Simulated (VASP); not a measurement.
# Na (P4/mmm) in VASP: notebook

Runs on Na. Level: PBEsol. Tasks: single point.

All numbers are computed with VASP 6.6.1; they aren't measurements. Logs are shortened: lines on timing, memory, paths and dates and some standing lists are left out, and cuts for length are marked.

## Step 1: The cell of the first run

The structure is tetragonal, space group P4/mmm (No. 123). The conventional cell has a = 3.388 Å, b = 3.388 Å, c = 9.864 Å, α = 90.00°, β = 90.00°, γ = 90.00°. Within 4.1 Å of Na (site symmetry 4mm) lie 6 Na at 3.09 to 3.39 Å. Na (site symmetry 4/mmm) has 6 Na at 3.39 Å within 4.5 Å.

## Step 2: Single point, PBEsol (the distance across one plane changed)

File INCAR:

```
SYSTEM = Na
  ALGO = Fast
  EDIFF = 1E-6
  ENCUT = 520
  GGA = PS
  ISIF = 2
  ISMEAR = 0
  LASPH = .True.
  LCHARG = .False.
  LREAL = .False.
  LWAVE = .False.
  NBANDS = 18
  NELM = 60
  PREC = Accurate
  SIGMA = 0.15
```

File KPOINTS:

```
k-points
0
Gamma
  17 17 6
  0 0 0
```

File POSCAR:

```
Na
1.0
    0.0000000000     -3.3879506904      0.0000000000
    0.0000000000      0.0000000000     -3.3879506904
    9.8638520711      0.0000000000      0.0000000000
Na
3
Direct
    0.0000000000      0.0000000000      0.8586955748
    0.0000000000      0.0000000000      0.1717528538
    0.0000000000      0.0000000000      0.5152242143
```

Potentials or basis: VASP PAW PBE potentials, release 64 (Na_pv).

On the command line:

```console
> cat potpaw_PBE.64/Na_pv/POTCAR > POTCAR
> mpirun -np 1 vasp_std > vasp.out
```

OUTCAR:

```text
SYSTEM = Na
   EDIFF = 1E-6
   ENCUT = 520
   GGA = PS
   ISIF = 2
   ISMEAR = 0
   LASPH = .True.
   LREAL = .False.
   NELM = 60
   PREC = Accurate

 ion  position               nearest neighbor table
   1  0.000  0.000  0.859-
   2  0.000  0.000  0.172-
   3  0.000  0.000  0.515-

  LATTYP: Found a simple tetragonal cell.
 ALAT       =     3.3879506904
 C/A-ratio  =     2.9114508954

  Lattice vectors:

 A1 = (   0.0000000000,  -3.3879506904,   0.0000000000)
 A2 = (   0.0000000000,   0.0000000000,  -3.3879506904)
 A3 = (   9.8638520711,   0.0000000000,   0.0000000000)

Analysis of symmetry for initial positions (statically):
=====================================================================
 Subroutine PRICEL returns:
 Original cell was already a primitive cell.

 Routine SETGRP: Setting up the symmetry group for a
 simple tetragonal supercell.

 Subroutine GETGRP returns: Found 16 space group operations
 (whereof  8 operations were pure point group operations)
 out of a pool of 16 trial point group operations.

The static configuration has the point symmetry C_4v.
 The point group associated with its full space group is D_4h.

Analysis of symmetry for dynamics (positions and initial velocities):
=====================================================================
 Subroutine PRICEL returns:
 Original cell was already a primitive cell.

 Routine SETGRP: Setting up the symmetry group for a
 simple tetragonal supercell.

 Subroutine GETGRP returns: Found 16 space group operations
 (whereof  8 operations were pure point group operations)
 out of a pool of 16 trial point group operations.

The dynamic configuration has the point symmetry C_4v.
 The point group associated with its full space group is D_4h.

 Subroutine INISYM returns: Found 16 space group operations
 (whereof  8 operations are pure point group operations),
 and found     1 'primitive' translations

----------------------------------------------------------------------------------------

                                     Primitive cell

  volume of cell :     113.2194

  direct lattice vectors                    reciprocal lattice vectors
     0.000000000 -3.387950690  0.000000000     0.000000000 -0.295163682  0.000000000
[... 86 lines left out ...]
   ENCUT  =  520.0 eV  38.22 Ry    6.18 a.u.   6.30  6.30 18.34*2*pi/ulx,y,z
   NELM   =     60;   NELMIN=  2; NELMDL= -5     # of ELM steps
   EDIFF  = 0.1E-05   stopping-criterion for ELM
   LREAL  =      F    real-space projection
   EDIFFG = 0.1E-04   stopping-criterion for IOM
   NSW    =      0    number of steps for IOM
   IBRION =     -1    ionic relax: 0-MD 1-quasi-New 2-CG
   NFREE  =      0    steps in history (QN), initial steepest desc. (CG)
   ISIF   =      2    stress and relaxation
   ISYM   =      2    0-nonsym 1-usesym 2-fastsym
   POTIM  = 0.5000    time-step for ionic-motion
   TEBEG  =    0.0;   TEEND  =   0.0 temperature during run
   PSTRESS=    0.0 pullay stress
   NELECT =      21.0000    total number of electrons
   NUPDOWN=      -1.0000    fix difference up-down
   EMIN   =  10.00;   EMAX   =-10.00  energy-range for DOS
   EFERMI =   0.00;   METHOD = LEGACY
   ISMEAR =     0;   SIGMA  =   0.15  broadening in eV -4-tet -1-fermi 0-gaus
   EFERMI_NEDOS =   21; number of points for ismear=-14 and -15
   IALGO  =     68    algorithm
   IMIX   =      4    mixing-type and parameters
     AMIX     =   0.40;   BMIX     =  1.00
     AMIX_MAG =   1.60;   BMIX_MAG =  1.00
  volume/ion in A,a.u.               =      37.74       254.68
  Fermi-wavevector in a.u.,A,eV,Ry     =   0.933629  1.764303 11.859698  0.871663
  Thomas-Fermi vector in A             =   2.060350
   LORBIT       =      0    0 simple, 1 ext, 2 COOP (PROOUT), +10 PAW based schemes
   GGA     = PS    functional components
   LHFCALC =     F    Hartree Fock is set to
   AEXX    =    0.0000 exact exchange contribution
   IVDW    =     0    specifies the selected vdW correction
   LEPSILON=     F    determine dielectric tensor
   LRPA    =     F    only Hartree local field effects (RPA)
 non-spin polarized calculation
 RMM-DIIS sequential band-by-band and
 Gauss-broadening in eV      SIGMA  =   0.15
  energy-cutoff  :      520.00
  volume of cell :      113.22
 maximum number of plane-waves:      3078
 NGX is ok and might be reduce to    28
   NGX = 13   NGY = 13   NGZ = 37

 number of electron      21.0000014 magnetization

 Free energy of the ion-electron system (eV)
  ---------------------------------------------------
  ext. energy  EPLUGINS =         0.00000000
  ---------------------------------------------------
  free energy    TOTEN  =        -3.81997886 eV

  energy without entropy =       -3.80419298  energy(sigma->0) =       -3.81208592

 E-fermi :   0.2761     XC(G=0):  -6.4468

 val. band max:        0.2568246232   @ k =   0.4706   0.0000   0.5000
 cond. band min:       0.2774045815   @ k =   0.3529   0.0000   0.0000
 fundamental gap:      0.0205799583
 Fermi energy:         0.2761462195

 k-point     1 :       0.0000    0.0000    0.0000
  band No.  band energies     occupation
      1     -24.7763      2.00000
      2     -24.7540      2.00000
      3     -24.7166      2.00000
      4     -24.7166      2.00000
      5     -24.7083      2.00000
      6     -24.7072      2.00000
[... 481 lines left out ...]
      5     -24.7475      2.00000
      6     -24.7187      2.00000
[... 10 lines left out ...]
     17       6.0899      0.00000
     18       6.8051      0.00000

 [... further k-points ...]

------------------------ aborting loop because EDIFF is reached ----------------------------------------

  FORCE on cell =-STRESS in cart. coord.  units (eV):
  Direction    XX          YY          ZZ          XY          YZ          ZX
  --------------------------------------------------------------------------------------
  -------------------------------------------------------------------------------------
  Total        0.5946856     -0.0057511     -0.0057511      0.0000000      0.0000000     -0.0000000
  in kB        8.4154486     -0.0813850     -0.0813850      0.0000000      0.0000000     -0.0000000
  external PRESSURE =       2.7508929 kB  Pullay stress =       0.0000000 kB

 VOLUME and BASIS-vectors are now :
 -----------------------------------------------------------------------------
  energy-cutoff  :      520.00
  volume of cell :      113.22
      direct lattice vectors                 reciprocal lattice vectors
     0.000000000 -3.387950690  0.000000000     0.000000000 -0.295163682  0.000000000
     0.000000000  0.000000000 -3.387950690     0.000000000  0.000000000 -0.295163682
     9.863852071  0.000000000  0.000000000     0.101380271  0.000000000  0.000000000

 POSITION                                       TOTAL-FORCE (eV/Angst)
 -----------------------------------------------------------------------------------
      8.47005      0.00000      0.00000        -0.170055     -0.000000      0.000000
      1.69414      0.00000      0.00000         0.170055     -0.000000      0.000000
      5.08210      0.00000      0.00000        -0.000000      0.000000      0.000000
 -----------------------------------------------------------------------------------
    total drift:                                0.000012      0.000000      0.000000

  FREE ENERGIE OF THE ION-ELECTRON SYSTEM (eV)
  ---------------------------------------------------
  free  energy   TOTEN  =        -3.8199788616 eV

  energy  without entropy=       -3.8041929811  energy(sigma->0) =       -3.81208592
```

stdout:

```text
POSCAR found type information on POSCAR Na
 POSCAR found :  1 types and       3 ions
 scaLAPACK will be used
 -----------------------------------------------------------------------------
|                                                                             |
|                                                                             |
|     You enforced a specific xc type in the INCAR file but a different       |
|     I HOPE YOU KNOW WHAT YOU ARE DOING!                                     |
|                                                                             |
 -----------------------------------------------------------------------------

 LDA part: xc-table for (Slater+PW92), standard interpolation
 POSCAR, INCAR and KPOINTS ok, starting setup
 FFT: planning ... GRIDC
 FFT: planning ... GRID_SOFT
 FFT: planning ... GRID
 WAVECAR not read
 entering main loop
```

Run time: 2.2 min. Hardware: 1 thread of Intel Xeon 6975P-C (Granite Rapids), shared host; peak memory 0.4 GiB.

Results:

```
Free energy            : -3.8200 eV
Pressure               : 0.3 GPa
Largest force          : 0.170 eV/Å
Band gap on the k mesh : zero (an odd number of electrons rules out a gap without spin polarisation)
```

Forces in eV/Å, atoms in the order of the input:
```
Na  -0.170  0.000  0.000
Na   0.170  0.000  0.000
Na   0.000  0.000  0.000
```

Stress tensor (GPa, compression positive):
```
 0.84  0.00  0.00
 0.00 -0.01  0.00
 0.00  0.00 -0.01
```

Levels at points of the mesh, in eV from the Fermi level:
```csv
k point,band 9,band 10,band 11,band 12,band 13,band 14
"(0.00, 0.00, 0.00)",-24.98,-3.26,-1.73,-1.61,2.81,2.90
"(0.00, 0.00, 0.50)",-24.98,-2.92,-2.79,0.11,0.40,5.99
```

Caveat: the cell differs from its parent crystal (the distance across one plane changed); the PAW data sets were made with another functional, which shifts forces and pressure a little.

## Step 3: Single point, PBEsol (the distance across one plane changed)

File INCAR:

```
PREC = Accurate
ENCUT = 520
EDIFF = 1E-6
ISMEAR = 0
SIGMA = 0.15
LREAL = F
LASPH = T
NELM = 80
ALGO = Fast
ISIF = 2
LWAVE = F
LCHARG = F
GGA = PS
NBANDS = 18
```

File KPOINTS:

```
regular mesh
0
Gamma
  17 17 6
```

File POSCAR:

```
Na
1.0
    0.0000000000     -3.3879506904      0.0000000000
    0.0000000000      0.0000000000     -3.3879506904
   10.4138520711      0.0000000000      0.0000000000
Na
3
Direct
    0.0000000000      0.0000000000      0.8133441944
    0.0000000000      0.0000000000      0.1626818521
    0.0000000000      0.0000000000      0.4880130233
```

Potentials or basis: VASP PAW PBE potentials, release 64 (Na_pv).

On the command line:

```console
> cat potpaw_PBE.64/Na_pv/POTCAR > POTCAR
> mpirun -np 1 vasp_std > vasp.out
```

Wall time 2.1 min (1 thread of Intel Xeon 6975P-C (Granite Rapids), shared host); peak memory 0.42 GiB.

It converged, with:

| Quantity | Value |
| --- | --- |
| Free energy | -3.8320 eV |
| Pressure | -0.1 GPa |
| Largest force | 0.075 eV/Å |
| Band gap on the k mesh | zero (an odd number of electrons rules out a gap without spin polarisation) |

Forces in eV/Å, atoms in the order of the input:
```
Na   0.075  0.000  0.000
Na  -0.075  0.000  0.000
Na   0.000  0.000  0.000
```

Stress tensor (GPa, compression positive):
```
-0.44  0.00  0.00
 0.00  0.06  0.00
 0.00  0.00  0.06
```

Levels at points of the mesh, in eV from the Fermi level:
| k point | band 9 | band 10 | band 11 | band 12 | band 13 | band 14 |
| --- | --- | --- | --- | --- | --- | --- |
| (0.00, 0.00, 0.00) | -25.00 | -3.14 | -1.77 | -1.67 | 2.31 | 2.39 |
| (0.00, 0.00, 0.50) | -25.00 | -2.83 | -2.73 | -0.04 | 0.05 | 5.23 |

Caveat: the cell differs from its parent crystal (the distance across one plane changed); the PAW data sets were made with another functional, which shifts forces and pressure a little.

## Step 4: Single point, PBEsol (the distance across one plane changed)

File INCAR:

```
SYSTEM = Na
PREC = Accurate
ENCUT = 520
EDIFF = 1E-6
ISMEAR = 0
SIGMA = 0.15
LREAL = .FALSE.
LASPH = .TRUE.
NELM = 80
ALGO = Fast
ISIF = 2
LWAVE = .FALSE.
LCHARG = .TRUE.
GGA = PS
LELF = .TRUE.
LVHAR = .TRUE.
NBANDS = 18
```

File KPOINTS:

```
Automatic mesh
0
G
  17 17 6
  0 0 0
```

File POSCAR:

```
Na
1.0
    0.0000000000     -3.3879506904      0.0000000000
    0.0000000000      0.0000000000     -3.3879506904
   10.6638520711      0.0000000000      0.0000000000
Na
3
Direct
    0.0000000000      0.0000000000      0.7942764085
    0.0000000000      0.0000000000      0.1588679899
    0.0000000000      0.0000000000      0.4765721992
```

On the command line:

```console
> cat potpaw_PBE.64/Na_pv/POTCAR > POTCAR
> mpirun -np 1 vasp_std > vasp.out
```

Wall time 2.3 min (1 thread of Intel Xeon 6975P-C (Granite Rapids), shared host); peak memory 0.42 GiB.

The run converged. Its results:

```
Free energy            : -3.8061 eV
Pressure               : -0.2 GPa
Largest force          : 0.112 eV/Å
Band gap on the k mesh : zero (an odd number of electrons rules out a gap without spin polarisation)
```

Forces in eV/Å, atoms in the order of the input:
```
Na   0.112  0.000  0.000
Na  -0.112  0.000  0.000
Na   0.000  0.000  0.000
```

Stress tensor (GPa, compression positive):
```
-0.66  0.00  0.00
 0.00  0.08  0.00
 0.00  0.00  0.08
```

Levels at points of the mesh, in eV from the Fermi level:
```tsv
k point	band 8	band 9	band 10	band 11	band 12	band 13	band 14	band 15
(0.00, 0.00, 0.00)	-25.00	-25.00	-3.10	-1.83	-1.63	2.08	2.24	7.74
(0.00, 0.00, 0.50)	-25.00	-25.00	-2.85	-2.66	-0.09	-0.08	4.90	4.98
```

Caveat: the cell differs from its parent crystal (the distance across one plane changed); the PAW data sets were made with another functional, which shifts forces and pressure a little.

## Step 5: Overview

```csv
cell,gap on the mesh (eV),pressure (GPa),largest force (eV/Å)
"a = 3.388, b = 3.388, c = 9.864 Å, 3 atoms",none,0.3,0.17
"a = 3.388, b = 3.388, c = 10.414 Å, 3 atoms",none,-0.1,0.07
"a = 3.388, b = 3.388, c = 10.664 Å, 3 atoms",none,-0.2,0.11
```

Alike in all rows: task single point; level PBEsol; potentials or basis VASP PAW PBE potentials, release 64 (Na_pv); no spin polarisation; k mesh 17 × 17 × 6; cutoff (eV) 520; smearing gaussian 0.15 eV.

Caveats: the PAW data sets were made with another functional, which shifts forces and pressure a little.

Absolute energies hang on the potentials; compare differences alone.

The gap in the log of VASP goes by the Fermi energy; the results here count the filled bands.